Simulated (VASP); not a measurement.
# NiO (Fm-3m) in VASP: notebook

Aim: see how the results for NiO move with the level of theory and the settings. Levels: SCAN, r2SCAN0, PBE0, r2SCAN+D4. Tasks: single point, relaxation of cell and atoms.

Everything below comes from runs of VASP 6.6.1. Logs are shortened: lines on timing, memory, paths and dates and some standing lists are left out, and cuts for length are marked.

### 1 The cell of the first run

Symmetry: Fm-3m, No. 225, cubic system. Conventional cell: a = 4.172 Å, b = 4.172 Å, c = 4.172 Å, α = 90.00°, β = 90.00°, γ = 90.00°. Within 2.8 Å of Ni (site symmetry m-3m) lie 6 O at 2.09 Å. Within 2.8 Å of O (site symmetry m-3m) lie 6 Ni at 2.09 Å.

### 2 Single point, SCAN, collinear spin, ferromagnetic start

The input, POSCAR:

```
NiO
1.0
    0.0000000000      2.0859016414      2.0859016414
    2.0859016414      0.0000000000      2.0859016414
    2.0859016414      2.0859016414      0.0000000000
Ni O
1 1
Direct
    0.0000000000      0.0000000000      0.0000000000
    0.5000000000      0.5000000000      0.5000000000
```

The input, INCAR.step1:

```
SYSTEM = NiO
ALGO = Normal
EDIFF = 1E-5
EFERMI = MIDGAP
ENCUT = 580
GGA = PE
GGA_COMPAT = .False.
ISIF = 2
ISMEAR = 0
ISPIN = 2
LASPH = .True.
LCHARG = .True.
LMAXMIX = 4
LORBIT = 11
LREAL = .False.
LWAVE = .True.
MAGMOM = 1 0
NELM = 100
PREC = Accurate
SIGMA = 0.03
```

The input, INCAR.step2:

```
SYSTEM = NiO
ALGO = All
EDIFF = 1E-6
EFERMI = MIDGAP
ENCUT = 580
GGA_COMPAT = .False.
ISEARCH = 1
ISIF = 2
ISMEAR = 0
ISPIN = 2
ISTART = 1
LASPH = .True.
LCHARG = .False.
LMAXMIX = 4
LMIXTAU = .True.
LORBIT = 11
LREAL = .False.
LWAVE = .False.
MAGMOM = 1 0
METAGGA = SCAN
NELM = 100
PREC = Accurate
SIGMA = 0.03
```

The input, KPOINTS:

```
k-points
0
Gamma
  7 7 7
```

Potentials or basis: VASP PAW PBE potentials, release 64 (Ni, O).

Launch:

```console
$ cat potpaw_PBE.64/Ni/POTCAR potpaw_PBE.64/O/POTCAR > POTCAR
$ cp INCAR.step1 INCAR
$ mpirun -np 1 vasp_std > vasp.out
$ cp INCAR.step2 INCAR
$ mpirun -np 1 vasp_std > vasp.out
```

OUTCAR:

```text
SYSTEM = NiO
   EDIFF = 1E-6
   EFERMI = MIDGAP
   ENCUT = 580
   ISIF = 2
   ISMEAR = 0
   ISPIN = 2
   ISTART = 1
   LASPH = .True.
   LORBIT = 11
   LREAL = .False.
   METAGGA = SCAN
   NELM = 100
   PREC = Accurate

 Found     20 irreducible k-points:

 Following reciprocal coordinates:
            Coordinates               Weight
  0.000000  0.000000  0.000000      1.000000
  0.142857  0.000000  0.000000      8.000000
  0.285714  0.000000  0.000000      8.000000
  0.428571  0.000000  0.000000      8.000000
  0.142857  0.142857  0.000000      6.000000
  0.285714  0.142857  0.000000     24.000000
   k-points           NKPTS =     20   k-points in BZ     NKDIM =     20   number of bands    NBANDS=     13
   number of dos      NEDOS =    301   number of ions     NIONS =      2
   total plane-waves  NPLWV =  13824
   dimension x,y,z NGX =    24 NGY =   24 NGZ =   24
   dimension x,y,z NGXF=    48 NGYF=   48 NGZF=   48
   ions per type =               1   1
   NGX,Y,Z   is equivalent  to a cutoff of  13.53, 13.53, 13.53 a.u.
   NGXF,Y,Z  is equivalent  to a cutoff of  27.05, 27.05, 27.05 a.u.
 SYSTEM =  NiO
   PREC   = accura    normal or accurate (medium, high low for compatibility)
   ISTART =      1    job   : 0-new  1-cont  2-samecut
   ICHARG =      0    charge: 1-file 2-atom 10-const
   ISPIN  =      2    spin polarized calculation?
   LNONCOLLINEAR =      F non collinear calculations
   LSORBIT =      F    spin-orbit coupling
   LASPH  =      T    aspherical Exc in radial PAW
   ENCUT  =  580.0 eV  42.63 Ry    6.53 a.u.   5.79  5.79  5.79*2*pi/ulx,y,z
   NELM   =    100;   NELMIN=  2; NELMDL=  0     # of ELM steps
   EDIFF  = 0.1E-05   stopping-criterion for ELM
   LREAL  =      F    real-space projection
   EDIFFG = 0.1E-04   stopping-criterion for IOM
   NSW    =      0    number of steps for IOM
   IBRION =     -1    ionic relax: 0-MD 1-quasi-New 2-CG
   NFREE  =      0    steps in history (QN), initial steepest desc. (CG)
   ISIF   =      2    stress and relaxation
   ISYM   =      2    0-nonsym 1-usesym 2-fastsym
   POTIM  = 0.5000    time-step for ionic-motion
   TEBEG  =    0.0;   TEEND  =   0.0 temperature during run

   SCALEE = 1.0000    scale energy and forces
   PSTRESS=    0.0 pullay stress
   NELECT =      16.0000    total number of electrons
   NUPDOWN=      -1.0000    fix difference up-down
   EMIN   =  10.00;   EMAX   =-10.00  energy-range for DOS
   EFERMI =   0.00;   METHOD = MIDGAP
   ISMEAR =     0;   SIGMA  =   0.03  broadening in eV -4-tet -1-fermi 0-gaus
   EFERMI_NEDOS =   21; number of points for ismear=-14 and -15
   IALGO  =     58    algorithm
   IMIX   =      4    mixing-type and parameters
     AMIX     =   0.40;   BMIX     =  1.00
     AMIX_MAG =   1.60;   BMIX_MAG =  1.00
  volume/ion in A,a.u.               =       9.08        61.25
  Fermi-wavevector in a.u.,A,eV,Ry     =   1.569680  2.966264 33.523312  2.463894
  Thomas-Fermi vector in A             =   2.671526
   LORBIT       =     11    0 simple, 1 ext, 2 COOP (PROOUT), +10 PAW based schemes
   METAGGA = SCAN    functional components
   LHFCALC =     F    Hartree Fock is set to
   AEXX    =    0.0000 exact exchange contribution
   IVDW    =     0    specifies the selected vdW correction
   LEPSILON=     F    determine dielectric tensor
   LRPA    =     F    only Hartree local field effects (RPA)

   CSHIFT  =0.1000    complex shift for real part using Kramers Kronig

   OMEGAMAX=  -1.0    maximum frequency
 spin polarized calculation
 Gauss-broadening in eV      SIGMA  =   0.03
  energy-cutoff  :      580.00
  volume of cell :       18.15
 maximum number of plane-waves:       583
   NGX = 11   NGY = 11   NGZ = 11

 number of electron      16.0000001 magnetization       2.0000000

 Free energy of the ion-electron system (eV)
  ---------------------------------------------------
  ext. energy  EPLUGINS =         0.00000000
  ---------------------------------------------------
  free energy    TOTEN  =       -24.85355997 eV

  energy without entropy =      -24.85355997  energy(sigma->0) =      -24.85355997

 E-fermi :   7.9520     XC(G=0): -13.4438

 val. band max:        7.4675647238   @ k =   0.4286   0.0000   0.0000
 cond. band min:       8.4456227595   @ k =   0.0000   0.0000   0.0000
 fundamental gap:      0.9780580356
 Fermi energy:         7.9520406757

 spin component 1

 k-point     1 :       0.0000    0.0000    0.0000
  band No.  band energies     occupation
      1     -13.6062      1.00000
      2       3.4792      1.00000
      3       3.4809      1.00000
      4       4.4300      1.00000
      5       4.4319      1.00000
      6       4.4321      1.00000
      7       4.7732      1.00000
      8       4.7733      1.00000
      9       4.7733      1.00000
     10       9.6602      0.00000
     11      26.3797      0.00000
     12      27.2894      0.00000
     13      27.2902      0.00000

 k-point     2 :       0.1429    0.0000    0.0000
  band No.  band energies     occupation
      1     -13.3831      1.00000
      2       2.7269      1.00000
      3       2.7281      1.00000
      4       3.0118      1.00000
      5       4.4590      1.00000
      6       4.4603      1.00000
      7       5.0089      1.00000
      8       5.6932      1.00000
      9       5.6937      1.00000
     10      10.9556      0.00000
     11      23.0034      0.00000
     12      26.4069      0.00000
     13      26.4072      0.00000

 k-point     3 :       0.2857    0.0000    0.0000
  band No.  band energies     occupation
      1     -12.8341      1.00000
      2       0.9164      1.00000
      3       1.8064      1.00000
      4       1.8074      1.00000
      5       4.7411      1.00000
      6       4.7425      1.00000
      7       5.3261      1.00000
      8       6.7951      1.00000
      9       6.7958      1.00000
     10      12.9330      0.00000
     11      19.8804      0.00000
     12      24.0993      0.00000
     13      24.1000      0.00000

 k-point     4 :       0.4286    0.0000    0.0000
  band No.  band energies     occupation
      1     -12.3316      1.00000
      2      -0.4707      1.00000
      3       1.2889      1.00000
      4       1.2899      1.00000
      5       4.9874      1.00000
      6       4.9888      1.00000
      7       5.6569      1.00000
      8       7.4668      1.00000
      9       7.4676      1.00000
     10      13.8169      0.00000
     11      18.5459      0.00000
     12      22.5550      0.00000
     13      22.5558      0.00000

 k-point     5 :       0.1429    0.1429    0.0000
  band No.  band energies     occupation
      1     -13.3185      1.00000
      2       1.8528      1.00000
      3       3.5371      1.00000
      4       3.7742      1.00000
      5       3.7742      1.00000
      6       4.2804      1.00000
      7       5.3220      1.00000
      8       5.4238      1.00000
      9       5.4239      1.00000
     10      11.4625      0.00000
     11      23.4104      0.00000
     12      25.4894      0.00000
     13      25.7802      0.00000

 k-point     6 :       0.2857    0.1429    0.0000
  band No.  band energies     occupation
      1     -12.9027      1.00000
      2       0.9093      1.00000
      3       2.4944      1.00000
      4       2.5274      1.00000
      5       4.4161      1.00000
      6       4.4529      1.00000
      7       5.3806      1.00000
      8       5.9511      1.00000
      9       6.3399      1.00000
     10      13.2091      0.00000
     11      20.8155      0.00000
     12      22.6287      0.00000
     13      24.6713      0.00000

 [... further k-points ...]

 spin component 2

 k-point     1 :       0.0000    0.0000    0.0000
  band No.  band energies     occupation
      1     -13.1132      1.00000
      2       5.1262      1.00000
      3       5.1316      1.00000
      4       5.1475      1.00000
      5       5.4284      1.00000
      6       5.4291      1.00000
      7       5.4294      1.00000
      8       8.4456      0.00000
      9       8.4695      0.00000
     10      10.2540      0.00000
     11      26.4549      0.00000
     12      27.5277      0.00000
     13      27.5377      0.00000

 k-point     2 :       0.1429    0.0000    0.0000
  band No.  band energies     occupation
      1     -12.8799      1.00000
      2       3.5997      1.00000
      3       4.5748      1.00000
      4       4.5800      1.00000
      5       5.5480      1.00000
      6       5.5578      1.00000
      7       5.7198      1.00000
      8       9.1253      0.00000
      9       9.1471      0.00000
     10      11.5856      0.00000
     11      23.2674      0.00000
     12      26.8132      0.00000
     13      26.8174      0.00000

 k-point     3 :       0.2857    0.0000    0.0000
  band No.  band energies     occupation
      1     -12.3034      1.00000
      2       1.4113      1.00000
      3       3.7106      1.00000
      4       3.7152      1.00000
      5       5.8302      1.00000
      6       5.8425      1.00000
      7       6.0591      1.00000
      8      10.2991      0.00000
      9      10.3203      0.00000
     10      13.5145      0.00000
     11      20.3457      0.00000
     12      24.6235      0.00000
     13      24.6281      0.00000

 k-point     4 :       0.4286    0.0000    0.0000
  band No.  band energies     occupation
      1     -11.7715      1.00000
      2      -0.0364      1.00000
      3       3.1873      1.00000
      4       3.1918      1.00000
      5       6.0668      1.00000
      6       6.0799      1.00000
      7       6.4181      1.00000
      8      11.1189      0.00000
      9      11.1408      0.00000
     10      14.1733      0.00000
     11      19.3244      0.00000
     12      23.0228      0.00000
     13      23.0294      0.00000

 k-point     5 :       0.1429    0.1429    0.0000
  band No.  band energies     occupation
      1     -12.8110      1.00000
      2       3.4692      1.00000
      3       4.4063      1.00000
      4       4.4084      1.00000
      5       4.9818      1.00000
      6       6.1451      1.00000
      7       6.1483      1.00000
      8       8.5367      0.00000
      9       9.1623      0.00000
     10      12.3150      0.00000
     11      23.5965      0.00000
     12      26.1708      0.00000
     13      26.1708      0.00000

 k-point     6 :       0.2857    0.1429    0.0000
  band No.  band energies     occupation
      1     -12.3707      1.00000
      2       1.9423      1.00000
      3       3.7021      1.00000
      4       3.9271      1.00000
      5       5.2501      1.00000
      6       6.2212      1.00000
      7       6.2322      1.00000
      8       9.2075      0.00000
      9       9.9615      0.00000
     10      14.0792      0.00000
     11      21.1952      0.00000
     12      23.1871      0.00000
     13      25.1531      0.00000

 [... further k-points ...]

------------------------ aborting loop because EDIFF is reached ----------------------------------------

  FORCE on cell =-STRESS in cart. coord.  units (eV):
  Direction    XX          YY          ZZ          XY          YZ          ZX
  --------------------------------------------------------------------------------------
  -------------------------------------------------------------------------------------
  Total        0.2233714      0.2233714      0.2233714      0.0000000     -0.0000000      0.0000000
  in kB       19.7163584     19.7163584     19.7163584      0.0000000     -0.0000000      0.0000000
  external PRESSURE =      19.7163584 kB  Pullay stress =       0.0000000 kB

 VOLUME and BASIS-vectors are now :
 -----------------------------------------------------------------------------
  energy-cutoff  :      580.00
  volume of cell :       18.15
      direct lattice vectors                 reciprocal lattice vectors
     0.000000000  2.085901641  2.085901641    -0.239704495  0.239704495  0.239704495
     2.085901641  0.000000000  2.085901641     0.239704495 -0.239704495  0.239704495
     2.085901641  2.085901641  0.000000000     0.239704495  0.239704495 -0.239704495

 POSITION                                       TOTAL-FORCE (eV/Angst)
 -----------------------------------------------------------------------------------
      0.00000      0.00000      0.00000        -0.000000     -0.000000     -0.000000
      2.08590      2.08590      2.08590         0.000000      0.000000      0.000000
 -----------------------------------------------------------------------------------
    total drift:                                0.000000     -0.000000     -0.000000

  FREE ENERGIE OF THE ION-ELECTRON SYSTEM (eV)
  ---------------------------------------------------
  free  energy   TOTEN  =       -24.8535599749 eV

  energy  without entropy=      -24.8535599749  energy(sigma->0) =      -24.85355997

 total charge

# of ion       s       p       d       tot
------------------------------------------
    1        0.340   0.423   8.166   8.929
    2        1.557   3.503   0.000   5.061
--------------------------------------------------
tot          1.898   3.927   8.166  13.990

 magnetization (x)

# of ion       s       p       d       tot
------------------------------------------
    1        0.012   0.011   1.679   1.702
    2        0.028   0.236   0.000   0.264
--------------------------------------------------
tot          0.040   0.247   1.679   1.966
```

Run time: 81 s. Hardware: 1 thread of AMD EPYC 9R45 (Zen 5), shared host; peak memory 0.13 GiB.

Results:

```
Free energy                                           : -24.8536 eV
Pressure                                              : 2.0 GPa
Band gap on the k mesh                                : 0.98 eV (least direct gap 2.18 eV)
Net moment                                            : 2.00 μB per cell
Site moments                                          : Ni +1.70; O +0.26 μB
Valence electrons inside the program's atomic spheres : Ni 8.93; O 5.06
```

Levels at points of the mesh, in eV from the valence-band top:
Spin up:
| k point | band 7 | band 8 | band 9 | band 10 | band 11 | band 12 |
| --- | --- | --- | --- | --- | --- | --- |
| (0.00, 0.00, 0.00) | -2.69 | -2.69 | -2.69 | 2.19 | 18.91 | 19.82 |
Spin down:
```csv
k point,band 4,band 5,band 6,band 7,band 8,band 9,band 10,band 11
"(0.00, 0.00, 0.00)",-2.32,-2.04,-2.04,-2.04,0.98,1.00,2.79,18.99
```

Caveat: the PAW data sets were made with another functional, which shifts forces and pressure a little; an odd mesh through Γ misses points on the zone boundary, where band edges can lie; a cell with one magnetic atom can't hold antiferromagnetic order, which such compounds often take. SCAN opens gaps a little over a GGA but as a rule still falls short of measured ones.

### 3 Single point, r2SCAN0, collinear spin, ferromagnetic start

POSCAR is that of step 2.

The input, INCAR.step1:

```
  PREC = Accurate
  ENCUT = 520
  EDIFF = 1E-5
  ISMEAR = -1
  SIGMA = 0.05
  LREAL = F
  LASPH = T
  NELM = 150
  ALGO = Normal
  ISIF = 2
  LWAVE = T
  ISPIN = 2
  MAGMOM = 1 0
  LORBIT = 11
  LMAXMIX = 4
  NBANDS = 19
  GGA = PE
```

The input, INCAR.step2:

```
  PREC = Accurate
  ENCUT = 520
  EDIFF = 1E-6
  ISMEAR = -1
  SIGMA = 0.05
  LREAL = F
  LASPH = T
  NELM = 150
  ALGO = Normal
  ISIF = 2
  LWAVE = F
  LCHARG = T
  ISPIN = 2
  MAGMOM = 1 0
  LORBIT = 11
  LMAXMIX = 4
  METAGGA = R2SCAN
  LHFCALC = T
  AEXX = 0.25
  LMIXTAU = T
  PRECFOCK = Normal
  LELF = T
  LVHAR = T
  NBANDS = 19
  ISTART = 1
```

The input, KPOINTS:

```
Automatic mesh
0
Gamma
  6 6 6
```

Potentials or basis: VASP PAW PBE potentials, release 64 (Ni, O).

Launch:

```console
$ cat potpaw_PBE.64/Ni/POTCAR potpaw_PBE.64/O/POTCAR > POTCAR
$ cp INCAR.step1 INCAR
$ mpirun -np 1 vasp_std > vasp.out
$ cp INCAR.step2 INCAR
$ mpirun -np 1 vasp_std > vasp.out
```

Wall time 71 min (1 thread of Intel Xeon Platinum 8259CL at 2.50GHz (Skylake/Cascade Lake), shared host); peak memory 0.17 GiB.

It converged, with:

```
Free energy                                           : -24.2277 eV
Pressure                                              : 0.5 GPa
Band gap on the k mesh                                : 4.89 eV (least direct gap 5.88 eV)
Net moment                                            : 2.00 μB per cell
Site moments                                          : Ni +1.78; O +0.21 μB
Valence electrons inside the program's atomic spheres : Ni 8.89; O 5.10
```

Levels at points of the mesh, in eV from the valence-band top:
Spin up:
```
           k point  band 5  band 6  band 7  band 8  band 9  band 10  band 11  band 12  band 13  band 14
(0.00, 0.00, 0.00)   -4.22   -4.22   -2.24   -2.24   -2.24     4.95    21.56    22.58    22.58    22.58
(0.50, 0.00, 0.00)   -3.66   -3.66   -2.65    0.00    0.00     9.04    14.35    17.86    17.86    25.27
(0.50, 0.50, 0.00)   -4.41   -3.74   -3.74   -3.32   -3.32     9.75    14.90    15.32    21.16    21.16
```
Spin down:
| k point | band 3 | band 4 | band 5 | band 6 | band 7 | band 8 | band 9 | band 10 | band 11 | band 12 |
| --- | --- | --- | --- | --- | --- | --- | --- | --- | --- | --- |
| (0.00, 0.00, 0.00) | -3.10 | -3.10 | -1.47 | -1.47 | -1.47 | 4.89 | 4.89 | 5.52 | 21.60 | 22.89 |
| (0.50, 0.00, 0.00) | -4.06 | -4.06 | -1.79 | -1.79 | -1.51 | 7.85 | 7.86 | 9.33 | 15.15 | 18.25 |
| (0.50, 0.50, 0.00) | -3.93 | -3.09 | -3.09 | -2.11 | -2.11 | 5.51 | 6.17 | 10.41 | 15.48 | 15.68 |

Caveat: the k points lie up to 0.43 Å⁻¹ apart; the PAW data sets were made with another functional, which shifts forces and pressure a little; a cell with one magnetic atom can't hold antiferromagnetic order, which such compounds often take.

(Continued in part 2 of 2.)
